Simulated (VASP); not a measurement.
# GaN in VASP: notebook, part 2 of 2

VASP 6.6.1. Earlier steps stand in the parts before.

## 3. Relaxation of cell and atoms, PBEsol

This run uses another cell than the first one, of 9.27 Å³/atom.

INCAR

```
SYSTEM = GaN
  PREC = Accurate
  ENCUT = 600
  EDIFF = 1E-6
  ISMEAR = -1
  SIGMA = 0.03
  LREAL = .FALSE.
  LASPH = .TRUE.
  NELM = 80
  ALGO = Normal
  ISIF = 3
  LWAVE = .FALSE.
  LCHARG = .FALSE.
  GGA = PS
  IBRION = 2
  NSW = 100
  EDIFFG = -0.01
```

KPOINTS

```
regular mesh
0
G
  9 9 2
  0 0 0
```

POSCAR

```
GaN
1.0
    2.9709044594      0.0000000000      0.0000000000
   -1.4854522297      2.5728787340      0.0000000000
    0.0000000000      0.0000000000      9.7029739643
Ga N
4 4
Direct
    0.0000000000      0.0000000000      0.0000000000
    0.3333333333      0.6666666667      0.2500000000
    0.0000000000      0.0000000000      0.5000000000
    0.6666666667      0.3333333333      0.7500000000
    0.0000000000      0.0000000000      0.1875000000
    0.3333333333      0.6666666667      0.4375000000
    0.0000000000      0.0000000000      0.6875000000
    0.6666666667      0.3333333333      0.9375000000
```

Potentials or basis: VASP PAW PBE potentials, release 64 (Ga_d, N).

The run is started by

```bash
> cat potpaw_PBE.64/Ga_d/POTCAR potpaw_PBE.64/N/POTCAR > POTCAR
> mpirun -np 1 vasp_std > vasp.out
```

OUTCAR:

```text
SYSTEM = GaN
   PREC = Accurate
   ENCUT = 600
   EDIFF = 1E-6
   ISMEAR = -1
   LREAL = .FALSE.
   LASPH = .TRUE.
   NELM = 80
   ISIF = 3
   GGA = PS
   IBRION = 2
   NSW = 100
   EDIFFG = -0.01

 ion  position               nearest neighbor table
   1  0.000  0.000  0.000-   8 1.82   8 1.82   8 1.82   5 1.82
   2  0.333  0.667  0.250-   5 1.82   5 1.82   5 1.82   6 1.82
   3  0.000  0.000  0.500-   6 1.82   6 1.82   6 1.82   7 1.82
   4  0.667  0.333  0.750-   7 1.82   7 1.82   7 1.82   8 1.82
   5  0.000  0.000  0.188-   2 1.82   2 1.82   2 1.82   1 1.82
   6  0.333  0.667  0.438-   3 1.82   3 1.82   3 1.82   2 1.82
   7  0.000  0.000  0.688-   4 1.82   4 1.82   4 1.82   3 1.82
   8  0.667  0.333  0.938-   1 1.82   1 1.82   1 1.82   4 1.82

  LATTYP: Found a hexagonal cell.
 ALAT       =     2.9709044594
 C/A-ratio  =     3.2660000000

  Lattice vectors:

 A1 = (   2.9709044594,   0.0000000000,   0.0000000000)
 A2 = (  -1.4854522297,   2.5728787340,   0.0000000000)
 A3 = (   0.0000000000,   0.0000000000,   9.7029739643)

Analysis of symmetry for initial positions (statically):
=====================================================================
 Subroutine PRICEL returns:
 Original cell was already a primitive cell.

 Routine SETGRP: Setting up the symmetry group for a
 hexagonal supercell.

 Subroutine GETGRP returns: Found 12 space group operations
 (whereof  6 operations were pure point group operations)
 out of a pool of 24 trial point group operations.

The static configuration has the point symmetry C_3v.
 The point group associated with its full space group is C_6v.

Analysis of symmetry for dynamics (positions and initial velocities):
=====================================================================
 Subroutine PRICEL returns:
 Original cell was already a primitive cell.

 Routine SETGRP: Setting up the symmetry group for a
 hexagonal supercell.

 Subroutine GETGRP returns: Found 12 space group operations
 (whereof  6 operations were pure point group operations)
[... 122 lines left out ...]
   POTIM  = 0.5000    time-step for ionic-motion
   TEBEG  =    0.0;   TEEND  =   0.0 temperature during run
   PSTRESS=    0.0 pullay stress
   NELECT =      72.0000    total number of electrons
   NUPDOWN=      -1.0000    fix difference up-down
   EMIN   =  10.00;   EMAX   =-10.00  energy-range for DOS
   EFERMI =   0.00;   METHOD = LEGACY
   ISMEAR =    -1;   SIGMA  =   0.03  broadening in eV -4-tet -1-fermi 0-gaus
   EFERMI_NEDOS =   21; number of points for ismear=-14 and -15
   IALGO  =     38    algorithm
   IMIX   =      4    mixing-type and parameters
     AMIX     =   0.40;   BMIX     =  1.00
     AMIX_MAG =   1.60;   BMIX_MAG =  1.00
  volume/ion in A,a.u.               =       9.27        62.56
  Fermi-wavevector in a.u.,A,eV,Ry     =   1.620994  3.063234 35.750956  2.627621
  Thomas-Fermi vector in A             =   2.714842
   LORBIT       =      0    0 simple, 1 ext, 2 COOP (PROOUT), +10 PAW based schemes
   GGA     = PS    functional components
   LHFCALC =     F    Hartree Fock is set to
   AEXX    =    0.0000 exact exchange contribution
   IVDW    =     0    specifies the selected vdW correction
   LEPSILON=     F    determine dielectric tensor
   LRPA    =     F    only Hartree local field effects (RPA)
 conjugate gradient relaxation of ions
 non-spin polarized calculation
  energy-cutoff  :      600.00
  volume of cell :       74.17
 maximum number of plane-waves:      2496
 NGX is ok and might be reduce to    24

--------------------------------------- Ionic step        1  -------------------------------------------

 number of electron      72.0000023 magnetization

 Free energy of the ion-electron system (eV)
  ---------------------------------------------------
  ext. energy  EPLUGINS =         0.00000000
  ---------------------------------------------------
  free energy    TOTEN  =       -49.92535049 eV

  energy without entropy =      -49.92535049  energy(sigma->0) =      -49.92535049

------------------------ aborting loop because EDIFF is reached ----------------------------------------

  FORCE on cell =-STRESS in cart. coord.  units (eV):
  Direction    XX          YY          ZZ          XY          YZ          ZX
  --------------------------------------------------------------------------------------
  -------------------------------------------------------------------------------------
  Total       27.3715218     27.3715218     27.5785121      0.0000000     -0.0000000      0.0000000
  in kB      591.2847227    591.2847227    595.7561651      0.0000000     -0.0000000      0.0000000
  external PRESSURE =     592.7752035 kB  Pullay stress =       0.0000000 kB
[... 281 lines left out ...]
--------------------------------------- Ionic step        8  -------------------------------------------

 number of electron      71.9999990 magnetization

 Free energy of the ion-electron system (eV)
  ---------------------------------------------------
  ext. energy  EPLUGINS =         0.00000000
  ---------------------------------------------------
  free energy    TOTEN  =       -52.50379842 eV

  energy without entropy =      -52.50379842  energy(sigma->0) =      -52.50379842

 E-fermi :   5.8382     XC(G=0): -11.9418

 val. band max:        5.2475929368   @ k =   0.0000   0.0000   0.0000
 cond. band min:       7.0626497618   @ k =   0.0000   0.0000   0.0000
 fundamental gap:      1.8150568251
 Fermi energy:         5.8382231317

 k-point     1 :       0.0000    0.0000    0.0000
  band No.  band energies     occupation
      1     -10.7709      2.00000
      2     -10.1959      2.00000
      3     -10.1845      2.00000
      4      -9.7988      2.00000
      5      -8.1628      2.00000
      6      -8.1554      2.00000
[... 1128 lines left out ...]
  FREE ENERGIE OF THE ION-ELECTRON SYSTEM (eV)
  ---------------------------------------------------
  free  energy   TOTEN  =       -52.5037984249 eV

  energy  without entropy=      -52.5037984248  energy(sigma->0) =      -52.50379842

 reached required accuracy - stopping structural energy minimisation
```

OSZICAR:

```text
N       E                     dE             d eps       ncg     rms          rms(c)
DAV:   1     0.806390840295E+03    0.80639E+03   -0.36849E+04  2390   0.357E+03
DAV:   2     0.107764704654E+03   -0.69863E+03   -0.67389E+03  2088   0.759E+02
DAV:   3    -0.467932889979E+02   -0.15456E+03   -0.14976E+03  2380   0.244E+02
DAV:   4    -0.586173730313E+02   -0.11824E+02   -0.11747E+02  2566   0.713E+01
[... 78 lines left out ...]
DAV:   2    -0.525040402111E+02    0.81672E-03   -0.21953E-03  2874   0.829E-01    0.941E-02
DAV:   3    -0.525038109573E+02    0.22925E-03   -0.45037E-04  2949   0.404E-01    0.185E-02
DAV:   4    -0.525037987522E+02    0.12205E-04   -0.15529E-04  2374   0.100E-01    0.153E-02
DAV:   5    -0.525037986190E+02    0.13318E-06   -0.13448E-05  2232   0.591E-02    0.122E-02
DAV:   6    -0.525037984249E+02    0.19413E-06   -0.34234E-06  1816   0.914E-02
   8 F= -.52503798E+02 E0= -.52503798E+02  d E =-.211456E-03
```

CONTCAR:

```text
GaN
   1.00000000000000
     3.1791722498471446    0.0000000000000000    0.0000000000000000
    -1.5895861249235723    2.7532439313052746   -0.0000000000000000
     0.0000000000000000   -0.0000000000000000   10.3750112030299011
  Ga              N
     4     4
Direct
     0.0000000000000000    1.0000000000000000    0.9996765627182869
     0.3333333332999970    0.6666666667000030    0.2499898513309964
     1.0000000000000000    0.0000000000000000    0.4996765627182870
     0.6666666667000030    0.3333333332999970    0.7499898513309962
     0.0000000000000000    0.0000000000000000    0.1875864717608792
     0.3333333332999970    0.6666666667000030    0.4377471141898375
     0.0000000000000000    0.0000000000000000    0.6875864717608791
     0.6666666667000030    0.3333333332999970    0.9377471141898374

  0.00000000E+00  0.00000000E+00  0.00000000E+00
  0.00000000E+00  0.00000000E+00  0.00000000E+00
  0.00000000E+00  0.00000000E+00  0.00000000E+00
  0.00000000E+00  0.00000000E+00  0.00000000E+00
  0.00000000E+00  0.00000000E+00  0.00000000E+00
  0.00000000E+00  0.00000000E+00  0.00000000E+00
  0.00000000E+00  0.00000000E+00  0.00000000E+00
  0.00000000E+00  0.00000000E+00  0.00000000E+00
```

Run time: 16 min. Hardware: 1 thread of Intel Xeon 8259CL, shared host; peak memory 0.25 GiB.

What came out:

* Free energy: -52.5038 eV
* Relaxed volume: 11.35 Å³/atom
* Relaxed cell: a = 3.179 Å, b = 3.179 Å, c = 10.375 Å, α = 90.00°, β = 90.00°, γ = 120.00°
* Space group after relaxing (to 0.1 Å): P6_3mc (No. 186)
* Energy gained by relaxing: 322.3 meV/atom
* Ionic steps: 8
* Pressure after relaxing: -0.1 GPa
* Largest force after relaxing: 0.007 eV/Å
* Band gap on the k mesh: 1.81 eV

Forces in eV/Å, atoms in the order of the input:
```
Ga   0.000  0.000  0.001
Ga   0.000  0.000 -0.007
Ga   0.000  0.000  0.001
Ga   0.000  0.000 -0.007
N    0.000  0.000  0.002
N    0.000  0.000  0.003
N    0.000  0.000  0.002
N    0.000  0.000  0.003
```

Step by step:
| step | energy change (eV) | largest force (eV/Å) | pressure (GPa) | volume (Å³) |
| --- | --- | --- | --- | --- |
| 1 | 0.0000 | 0.0451 | 59.28 | 74.17 |
| 2 | 0.3177 | 0.0383 | -27.85 | 117.41 |
| 3 | -2.5730 | 0.0400 | -1.95 | 91.78 |
| 4 | -2.5781 | 0.0399 | -0.43 | 91.04 |
| 5 | -2.5780 | 0.0399 | 0.38 | 90.68 |
| 6 | -2.5782 | 0.0122 | 0.39 | 90.69 |
| 7 | -2.5782 | 0.0183 | 0.38 | 90.69 |
| 8 | -2.5784 | 0.0066 | -0.07 | 90.81 |

Final structure:
```xyz
8
Lattice="3.1792 0.0000 0.0000 -1.5896 2.7532 0.0000 0.0000 0.0000 10.3750" Properties=species:S:1:pos:R:3 pbc="T T T"
Ga   -1.5896    2.7532   10.3717
Ga    0.0000    1.8355    2.5936
Ga    3.1792    0.0000    5.1842
Ga    1.5896    0.9177    7.7812
N     0.0000    0.0000    1.9462
N     0.0000    1.8355    4.5416
N     0.0000    0.0000    7.1337
N     1.5896    0.9177    9.7291
```

Levels at points of the mesh, in eV from the valence-band top:
| k point | band 32 | band 33 | band 34 | band 35 | band 36 | band 37 | band 38 | band 39 | band 40 | band 41 |
| --- | --- | --- | --- | --- | --- | --- | --- | --- | --- | --- |
| (0.00, 0.00, 0.00) | -0.52 | -0.52 | -0.03 | 0.00 | 0.00 | 1.81 | 3.99 | 4.30 | 4.42 | 8.38 |
| (0.00, 0.00, 0.50) | -0.88 | -0.16 | -0.16 | -0.16 | -0.16 | 2.98 | 2.98 | 4.45 | 4.45 | 8.64 |

Caveat: the volume moved by over 15 % at a fixed basis, so the end points are rough; the PAW data sets were made with another functional, which shifts forces and pressure a little.

## 4. Single point, PBEsol

This run uses another cell than the first one: it holds 16 atoms, not 8.

INCAR

```
SYSTEM = GaN
PREC = Accurate
ENCUT = 520
EDIFF = 1E-6
ISMEAR = -1
SIGMA = 0.05
LREAL = Auto
LASPH = .TRUE.
NELM = 100
ALGO = Normal
ISIF = 2
LWAVE = .FALSE.
LCHARG = .FALSE.
GGA = PS
NBANDS = 86
```

KPOINTS

```
Automatic mesh
0
G
  6 6 2
  0 0 0
```

POSCAR

```
GaN
1.0
    6.3624400221     -0.0007598672     -0.0000550310
   -1.5909378457      2.7555817170     -0.0000143494
   -0.0000796373     -0.0001060661     10.3785431208
Ga N
8 8
Direct
   -0.0012342702      0.0039707999      0.0012067185
    0.1653307141      0.6705356165      0.2514812407
   -0.0013415752      0.0038578405      0.5012063833
    0.3320889223      0.3372845774      0.7514807135
    0.4987655500      0.0039682496      0.0012060587
    0.6653304903      0.6705338055      0.2514805593
    0.4986588594      0.0038565110      0.5012063635
    0.8320890339      0.3372861946      0.7514809935
   -0.0012954304      0.0039092259      0.1891560893
    0.1652805772      0.6704789216      0.4393129772
   -0.0012876790      0.0039090849      0.6891558273
    0.3321386065      0.3373400658      0.9393124883
    0.4987042729      0.0039077558      0.1891555209
    0.6652807345      0.6704772097      0.4393123699
    0.4987128595      0.0039079567      0.6891556276
    0.8321392633      0.3373426968      0.9393129339
```

The run is started by

```bash
> cat potpaw_PBE.64/Ga_d/POTCAR potpaw_PBE.64/N/POTCAR > POTCAR
> mpirun -np 1 vasp_std > vasp.out
```

Wall time 27 min (1 thread of Intel Xeon Platinum 8259CL at 2.50GHz (Skylake/Cascade Lake), shared host); peak memory 0.52 GiB.

It converged, with:

| Quantity | Value |
| --- | --- |
| Free energy | -105.0307 eV |
| Pressure | -0.2 GPa |
| Band gap on the k mesh | 1.80 eV |

Forces on the atoms (eV/Å):
```
Ga   0.002 -0.001  0.001
Ga   0.002 -0.002  0.000
Ga   0.000  0.000  0.001
Ga   0.001  0.000  0.000
Ga   0.002 -0.001  0.001
Ga   0.002 -0.002  0.000
Ga   0.000  0.000  0.001
Ga   0.001  0.000  0.000
N   -0.001  0.001 -0.001
N   -0.001  0.001  0.000
N   -0.001  0.001 -0.001
N   -0.001  0.001  0.000
N   -0.001  0.001 -0.001
N   -0.001  0.001  0.000
N   -0.001  0.001 -0.001
N   -0.001  0.001  0.000
```

Levels at points of the mesh, in eV from the valence-band top:
| k point | band 70 | band 71 | band 72 | band 73 | band 74 | band 75 |
| --- | --- | --- | --- | --- | --- | --- |
| (0.00, 0.00, 0.00) | -0.02 | 0.00 | 0.00 | 1.80 | 3.67 | 3.97 |
| (0.50, 0.00, 0.00) | -0.63 | -0.50 | -0.50 | 4.14 | 4.14 | 5.00 |
| (0.00, 0.50, 0.00) | -1.31 | -1.00 | -1.00 | 3.67 | 3.67 | 3.97 |
| (0.50, 0.50, 0.00) | -1.68 | -1.59 | -1.59 | 5.35 | 5.35 | 5.78 |
| (0.00, 0.00, 0.50) | -0.16 | -0.16 | -0.16 | 2.97 | 2.97 | 4.29 |
| (0.50, 0.00, 0.50) | -0.75 | -0.75 | -0.75 | 4.35 | 4.35 | 4.35 |
| (0.00, 0.50, 0.50) | -1.30 | -1.30 | -1.30 | 4.29 | 4.29 | 4.29 |
| (0.50, 0.50, 0.50) | -1.38 | -1.38 | -1.38 | 5.64 | 5.64 | 5.64 |

Caveat: the PAW data sets were made with another functional, which shifts forces and pressure a little.

## 5. The runs side by side

| task | cell | k mesh | cutoff (eV) | smearing | gap on the mesh (eV) | pressure (GPa) |
| --- | --- | --- | --- | --- | --- | --- |
| single point | a = 3.181, b = 3.181, c = 10.379 Å, angles 90.0, 90.0, 120.0°, 8 atoms, atomic positions A | 9 × 9 × 2 | 520 | fermi-dirac 0.03 eV | 1.81 | -0.3 |
| relaxation of cell and atoms | relaxed from a = 2.971, b = 2.971, c = 9.703 Å, angles 90.0, 90.0, 120.0°, 8 atoms, atomic positions A | 9 × 9 × 2 | 600 | fermi-dirac 0.03 eV | 1.81 | -0.1 |
| single point | a = 6.362, b = 3.182, c = 10.379 Å, angles 90.0, 90.0, 120.0°, 16 atoms, atomic positions B | 6 × 6 × 2 | 520 | fermi-dirac 0.05 eV | 1.80 | -0.2 |

Alike in all rows: level PBEsol; potentials or basis VASP PAW PBE potentials, release 64 (Ga_d, N); no spin polarisation.

Caveats: the PAW data sets were made with another functional, which shifts forces and pressure a little; the volume moved by over 15 % at a fixed basis, so the end points are rough (at least some runs).

Absolute energies hang on the potentials; compare differences alone.
